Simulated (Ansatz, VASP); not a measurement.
Two plane-wave programs on MoS2

```
CELL_PARAMETERS angstrom
1.77183 -1.84134 0.00000
1.77183 1.84134 0.00000
0.00000 0.00000 9.32984
ATOMIC_POSITIONS crystal
Mo 0.00000 0.00000 0.00000
S 0.00000 0.00000 0.73594
S 0.00000 0.00000 0.26406
```

Alike in both runs: functional PBE; k mesh 18 × 18 × 6; occupations gaussian, width 0.1 eV; no spin polarisation.

Ansatz relaxed the structure, and its values are those at the end. VASP's run is a single point on that final structure, the one shown.

```csv
,VASP,Ansatz
version,VASP 6.6.1,Ansatz 0.2.0
potentials or method,"VASP PAW PBE potentials, release 64 (Mo_sv, S), cutoff 520 eV","scalar-relativistic, plane waves, PAW"
valence electrons in the cell,26,26
```

```tsv
	VASP	Ansatz	Ansatz less VASP
gap on the k mesh at the Fermi level (eV)	none	none	-
pressure (GPa)	0.0	0.0	-0.04
```

A gap of «none» marks a metal or a gap that the smearing closes.
